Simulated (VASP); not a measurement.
# Cd (P6_3/mmc) in VASP: single point with PBE

Aim: the single point of Cd with PBE.

All numbers are computed with VASP 6.6.1; they aren't measurements. Logs are shortened: lines on timing, memory, paths and dates and some standing lists are left out, and cuts for length are marked.

## (1) The cell of the first run

The structure is hexagonal, space group P6_3/mmc (No. 194). The conventional cell has a = 2.979 Å, b = 2.979 Å, c = 5.618 Å, α = 90.00°, β = 90.00°, γ = 120.00°. Cd (site symmetry -6m2) has 12 Cd at 2.98 to 3.29 Å within 3.9 Å.

## (2) Single point, PBE, non-collinear spin, zero start, spin-orbit coupling

INCAR

```
SYSTEM = Cd
PREC = Accurate
ENCUT = 520
EDIFF = 1E-7
ISMEAR = -1
SIGMA = 0.05
LREAL = .FALSE.
LASPH = .TRUE.
NELM = 150
ALGO = Normal
ISIF = 2
LWAVE = .FALSE.
LCHARG = .TRUE.
LNONCOLLINEAR = .TRUE.
MAGMOM = 0 0 0 0 0 0
LORBIT = 11
LSORBIT = .TRUE.
GGA_COMPAT = .FALSE.
LORBMOM = .TRUE.
GGA = PE
LVHAR = .TRUE.
NBANDS = 36
```

KPOINTS

```
regular mesh
0
G
  16 16 7
  0 0 0
```

POSCAR

```
Cd
1.0
    2.9788725081      0.0000000000      0.0000000000
   -1.4894362540      2.5797792666      0.0000000000
    0.0000000000      0.0000000000      5.6176500000
Cd
2
Direct
    0.3333333333      0.6666666667      0.2500000000
    0.6666666667      0.3333333333      0.7500000000
```

Potentials or basis: VASP PAW PBE potentials, release 64 (Cd).

On the command line:

```
> cat potpaw_PBE.64/Cd/POTCAR > POTCAR
> mpirun -np 1 vasp_ncl > vasp.out
```

OUTCAR:

```text
SYSTEM = Cd
   PREC = Accurate
   ENCUT = 520
   EDIFF = 1E-7
   ISMEAR = -1
   LREAL = .FALSE.
   LASPH = .TRUE.
   NELM = 150
   ISIF = 2
   LNONCOLLINEAR = .TRUE.
   LORBIT = 11
   LSORBIT = .TRUE.
   GGA = PE

 ion  position               nearest neighbor table
   1  0.333  0.667  0.250-   2 3.29   2 3.29   2 3.29   2 3.29   2 3.29   2 3.29
   2  0.667  0.333  0.750-   1 3.29   1 3.29   1 3.29   1 3.29   1 3.29   1 3.29

  LATTYP: Found a hexagonal cell.
 ALAT       =     2.9788725081
 C/A-ratio  =     1.8858309594

  Lattice vectors:

 A1 = (   2.9788725081,   0.0000000000,   0.0000000000)
 A2 = (  -1.4894362540,   2.5797792666,   0.0000000000)
 A3 = (   0.0000000000,   0.0000000000,   5.6176500000)

Analysis of symmetry for initial positions (statically):
=====================================================================
 Subroutine PRICEL returns:
 Original cell was already a primitive cell.

 Routine SETGRP: Setting up the symmetry group for a
 hexagonal supercell.

 Subroutine GETGRP returns: Found 24 space group operations
 (whereof 12 operations were pure point group operations)
 out of a pool of 24 trial point group operations.

The static configuration has the point symmetry D_3d.
 The point group associated with its full space group is D_6h.

Analysis of symmetry for dynamics (positions and initial velocities):
=====================================================================
 Subroutine PRICEL returns:
 Original cell was already a primitive cell.

 Routine SETGRP: Setting up the symmetry group for a
 hexagonal supercell.

 Subroutine GETGRP returns: Found 24 space group operations
 (whereof 12 operations were pure point group operations)
 out of a pool of 24 trial point group operations.

The dynamic configuration has the point symmetry D_3d.
 The point group associated with its full space group is D_6h.

Analysis of structural, dynamic, and magnetic symmetry:
=====================================================================
 Subroutine PRICEL returns:
 Original cell was already a primitive cell.

 Routine SETGRP: Setting up the symmetry group for a
 hexagonal supercell.

 Subroutine GETGRP returns: Found 24 space group operations
 (whereof 12 operations were pure point group operations)
 out of a pool of 24 trial point group operations.

The overall configuration has the point symmetry D_3d.
 The point group associated with its full space group is D_6h.

 Subroutine INISYM returns: Found 24 space group operations
 (whereof 12 operations are pure point group operations),
 and found     1 'primitive' translations

----------------------------------------------------------------------------------------

                                     Primitive cell

  volume of cell :      43.1707

  direct lattice vectors                    reciprocal lattice vectors
     2.978872508  0.000000000  0.000000000     0.335697482  0.193815032  0.000000000
    -1.489436254  2.579779267  0.000000000     0.000000000  0.387630063  0.000000000
     0.000000000  0.000000000  5.617650000     0.000000000  0.000000000  0.178010378

  length of vectors
     2.978872508  2.978872508  5.617650000     0.387630063  0.387630063  0.178010378

  position of ions in fractional coordinates (direct lattice)
     0.333333333  0.666666667  0.250000000
     0.666666667  0.333333333  0.750000000

  ion indices of the primitive-cell ions
   primitive index   ion index
                 1           1
                 2           2

----------------------------------------------------------------------------------------

 KPOINTS: regular mesh

Automatic generation of k-mesh.
 Grid dimensions read from file:
 generate k-points for:   16   16    7

 Generating k-lattice:

  Cartesian coordinates                     Fractional coordinates (reciprocal lattice)
     0.020981093  0.012113439  0.000000000     0.062500000 -0.000000000  0.000000000
     0.000000000  0.024226879  0.000000000     0.000000000  0.062500000  0.000000000
[... 100 lines left out ...]

 Free energy of the ion-electron system (eV)
  ---------------------------------------------------
  ext. energy  EPLUGINS =         0.00000000
  ---------------------------------------------------
  free energy    TOTEN  =        -1.53142125 eV

  energy without entropy =       -1.52666445  energy(sigma->0) =       -1.52904285

 E-fermi :   2.9993     XC(G=0): -11.0336

 val. band max:        2.9834633037   @ k =   0.1875   0.0625   0.1429
 cond. band min:       3.0118060181   @ k =   0.3125   0.3125   0.4286
 fundamental gap:      0.0283427144
 Fermi energy:         2.9992880906

 k-point     1 :       0.0000    0.0000    0.0000
  band No.  band energies     occupation
      1      -6.9948      1.00000
      2      -6.9948      1.00000
      3      -6.7736      1.00000
      4      -6.7736      1.00000
      5      -6.6265      1.00000
      6      -6.6265      1.00000
[... 925 lines left out ...]
     35      12.4371      0.00000
     36      12.4371      0.00000

 [... further k-points ...]

------------------------ aborting loop because EDIFF is reached ----------------------------------------

  FORCE on cell =-STRESS in cart. coord.  units (eV):
  Direction    XX          YY          ZZ          XY          YZ          ZX
  --------------------------------------------------------------------------------------
  -------------------------------------------------------------------------------------
  Total        0.9591001      0.9591001      0.6054950      0.0000000      0.0000000      0.0000000
  in kB       35.5947046     35.5947046     22.4714973      0.0000000      0.0000000      0.0000000
  external PRESSURE =      31.2203022 kB  Pullay stress =       0.0000000 kB

 VOLUME and BASIS-vectors are now :
 -----------------------------------------------------------------------------
  energy-cutoff  :      520.00
  volume of cell :       43.17
      direct lattice vectors                 reciprocal lattice vectors
     2.978872508  0.000000000  0.000000000     0.335697482  0.193815032  0.000000000
    -1.489436254  2.579779267  0.000000000     0.000000000  0.387630063  0.000000000
     0.000000000  0.000000000  5.617650000     0.000000000  0.000000000  0.178010378

 POSITION                                       TOTAL-FORCE (eV/Angst)
 -----------------------------------------------------------------------------------
     -0.00000      1.71985      1.40441         0.000000     -0.000000      0.000000
      1.48944      0.85993      4.21324        -0.000000      0.000000      0.000000
 -----------------------------------------------------------------------------------
    total drift:                                0.000000     -0.000000      0.000000

  FREE ENERGIE OF THE ION-ELECTRON SYSTEM (eV)
  ---------------------------------------------------
  free  energy   TOTEN  =        -1.5314212501 eV

  energy  without entropy=       -1.5266644498  energy(sigma->0) =       -1.52904285

 orbital moment (x)

 # of ion     p       d       tot
 ----------------------------------------
  1        -0.000   0.000  -0.000
  2        -0.000   0.000   0.000
 ----------------------------------------
           -0.000   0.000   0.000

 orbital moment (y)

 # of ion     p       d       tot
 ----------------------------------------
  1        -0.000  -0.000  -0.000
  2        -0.000   0.000   0.000
 ----------------------------------------
           -0.000   0.000   0.000

 orbital moment (z)

 # of ion     p       d       tot
 ----------------------------------------
  1         0.000   0.000   0.000
  2         0.000   0.000   0.000
 ----------------------------------------
            0.000   0.000   0.000

 Spin-Orbit-Coupling matrix elements

 Ion:    1  E_soc:     -0.0599873
 l=   1
     0.0000000    -0.0026991    -0.0030103
    -0.0026991     0.0000000    -0.0026991
    -0.0030103    -0.0026991     0.0000000
 l=   2
     0.0000000    -0.0014546     0.0000000    -0.0014546    -0.0058410
    -0.0014546     0.0000000    -0.0042471    -0.0014314    -0.0014546
     0.0000000    -0.0042471     0.0000000    -0.0042471     0.0000000
    -0.0014546    -0.0014314    -0.0042471     0.0000000    -0.0014546
    -0.0058410    -0.0014546     0.0000000    -0.0014546     0.0000000
 l=   3
     0.0000000     0.0000000     0.0000000     0.0000000     0.0000000     0.0000000     0.0000000
     0.0000000     0.0000000     0.0000000     0.0000000     0.0000000     0.0000000     0.0000000
     0.0000000     0.0000000     0.0000000     0.0000000     0.0000000     0.0000000     0.0000000
     0.0000000     0.0000000     0.0000000     0.0000000     0.0000000     0.0000000     0.0000000
     0.0000000     0.0000000     0.0000000     0.0000000     0.0000000     0.0000000     0.0000000
     0.0000000     0.0000000     0.0000000     0.0000000     0.0000000     0.0000000     0.0000000
     0.0000000     0.0000000     0.0000000     0.0000000     0.0000000     0.0000000     0.0000000

 Ion:    2  E_soc:     -0.0599873
 l=   1
     0.0000000    -0.0026991    -0.0030103
    -0.0026991     0.0000000    -0.0026991
    -0.0030103    -0.0026991     0.0000000
 l=   2
     0.0000000    -0.0014546     0.0000000    -0.0014546    -0.0058410
    -0.0014546     0.0000000    -0.0042471    -0.0014314    -0.0014546
     0.0000000    -0.0042471     0.0000000    -0.0042471     0.0000000
    -0.0014546    -0.0014314    -0.0042471     0.0000000    -0.0014546
    -0.0058410    -0.0014546     0.0000000    -0.0014546     0.0000000
 l=   3
     0.0000000     0.0000000     0.0000000     0.0000000     0.0000000     0.0000000     0.0000000
     0.0000000     0.0000000     0.0000000     0.0000000     0.0000000     0.0000000     0.0000000
     0.0000000     0.0000000     0.0000000     0.0000000     0.0000000     0.0000000     0.0000000
     0.0000000     0.0000000     0.0000000     0.0000000     0.0000000     0.0000000     0.0000000
     0.0000000     0.0000000     0.0000000     0.0000000     0.0000000     0.0000000     0.0000000
     0.0000000     0.0000000     0.0000000     0.0000000     0.0000000     0.0000000     0.0000000
     0.0000000     0.0000000     0.0000000     0.0000000     0.0000000     0.0000000     0.0000000

 total charge

# of ion       s       p       d       tot
------------------------------------------
    1        0.525   0.312   9.485  10.321
    2        0.525   0.312   9.485  10.321
--------------------------------------------------
tot          1.049   0.624  18.969  20.642

 magnetization (x)

# of ion       s       p       d       tot
------------------------------------------
    1        0.000  -0.000   0.000  -0.000
    2        0.000  -0.000   0.000  -0.000
--------------------------------------------------
tot          0.000  -0.000   0.000  -0.000

 magnetization (y)

# of ion       s       p       d       tot
------------------------------------------
    1        0.000  -0.000   0.000  -0.000
    2       -0.000  -0.000   0.000  -0.000
--------------------------------------------------
tot          0.000  -0.000   0.000  -0.000

 magnetization (z)

# of ion       s       p       d       tot
------------------------------------------
    1        0.000   0.000   0.000   0.000
    2        0.000   0.000   0.000   0.000
--------------------------------------------------
tot          0.000   0.000   0.000   0.000
```

Run time: 4.8 min. Hardware: 1 thread of Intel Xeon 8259CL, shared host; peak memory 0.42 GiB.

What came out:

- Free energy: -1.5314 eV
- Pressure: 3.1 GPa
- Net moment: 0.00 μB per cell
- Valence electrons inside the program's atomic spheres: Cd 10.32

Moments on the atoms (μB; x, y, z):
```
Cd  0.00 0.00 0.00
Cd  0.00 0.00 0.00
```

Caveat: the cell stands under pressure.
